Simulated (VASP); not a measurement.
Here is a VASP 6.6.1 calculation.

Contents of INCAR:

```
  ALGO = Normal
  EDIFF = 1E-6
  ENCUT = 600
  GGA = PS
  GGA_COMPAT = False
  ISIF = 2
  ISMEAR = 0
  LASPH = True
  LCHARG = True
  LELF = True
  LREAL = False
  LVHAR = True
  LWAVE = False
  NBANDS = 15
  NELM = 120
  PREC = Accurate
  SIGMA = 0.01
```

Contents of KPOINTS:

```
k-points
0
Gamma
  6 6 6
```

Contents of POSCAR:

```
BaO
1.0
    0.0000000000      2.7682124513      2.7682124513
    2.7682124513      0.0000000000      2.7682124513
    2.7682124513      2.7682124513      0.0000000000
Ba O
1 1
Direct
    0.0000000000      0.0000000000      0.0000000000
    0.5000000000      0.5000000000      0.5000000000
```

Potentials or basis: VASP PAW PBE potentials, release 64 (Ba_sv, O).

Command:

```console
$ cat potpaw_PBE.64/Ba_sv/POTCAR potpaw_PBE.64/O/POTCAR > POTCAR
$ mpirun -np 1 vasp_std > vasp.out
```

What does it give for the band gap on the k mesh?

1.86 eV, direct.

Predict the pressure.

-0.2 GPa.

Caveat: the PAW data sets were made with another functional, which shifts forces and pressure a little; spin-orbit coupling is left out, which moves the levels of the heavy elements. A k mesh can miss the band edges.
